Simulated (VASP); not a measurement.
Runs of VASP 6.6.1 on RbZnBr3. The structure is that of space group Pm-3m (No. 221), or close to it. The cells are those of the table. 

```tsv
level	cell	smearing	gap on the mesh (eV)	pressure (GPa)
PBE	a = 5.354, b = 5.354, c = 5.160 Å, 5 atoms	fermi-dirac 0.02 eV	0.14	0.7
r2SCAN	a = 5.249 Å, 5 atoms	gaussian 0.01 eV	0.77	0.1
r2SCAN	a = 5.249, b = 5.249, c = 5.091 Å, 5 atoms	gaussian 0.01 eV	(a)	(b)
r2SCAN	a = 5.091 Å, 5 atoms	gaussian 0.01 eV	0.97	3.9
PBE	a = 5.144, b = 5.249, c = 5.249 Å, 5 atoms	fermi-dirac 0.02 eV	0.22	2.1
PBE	a = 5.249 Å, 5 atoms	fermi-dirac 0.02 eV	0.19	1.3
```

Alike in all rows: task single point; potentials or basis VASP PAW PBE potentials, release 64 (Rb_sv, Zn, Br); no spin polarisation; k mesh 6 × 6 × 6; cutoff (eV) 520.

Question: Estimate the missing entries.

Answer: (a) 0.82; (b) 1.2.

Caveats: the PAW data sets were made with another functional, which shifts forces and pressure a little (some runs).

A k mesh can miss the band edges, and the runs leave out spin-orbit coupling on Br, Rb.
